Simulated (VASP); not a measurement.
The system is CoO.

```
CELL_PARAMETERS angstrom
0.00000 2.11719 2.11719
2.11719 0.00000 2.11719
2.11719 2.11719 0.00000
ATOMIC_POSITIONS crystal
Co 0.00000 0.00000 0.00000
O 0.50000 0.50000 0.50000
```

Base run:

```yaml
Program: VASP 6.6.1
Functional: BLYP
Dispersion: D3(BJ)
Potentials_or_basis: VASP PAW PBE potentials, release 64 (Co, O)
Cutoff: 520 eV
k_mesh: 11 × 11 × 11
Occupations: fermi-dirac, width 0.05 eV
Spin: collinear spin, ferromagnetic start
Starting_moments: "[2.0, 0.0] μB"
```

Its results: pressure 11.5 GPa; net moment 2.66 μB per cell; site moments Co +2.37; O +0.24 μB.

Task: The run is repeated on the same cell with these changes: potentials or basis from VASP PAW PBE potentials, release 64 (Co, O) to VASP PAW PBE potentials, release 64 (Co_sv, O); cutoff from 520 eV to 600 eV; further incar settings from ALGO = Normal; EDIFF = 1e-06; NBANDS = 18 to ALGO = Normal; EDIFF = 1e-06; NBANDS = 22; valence electrons from 15 to 23. What comes out?

Result: Pressure 9.9 GPa; net moment 2.72 μB per cell; site moments Co +2.36; O +0.26 μB.

Caveats: the PAW data sets were made with another functional, which shifts forces and pressure a little; a cell with one magnetic atom can't hold antiferromagnetic order, which such compounds often take; pairwise dispersion overbinds metals, which lowers pressure and volume.
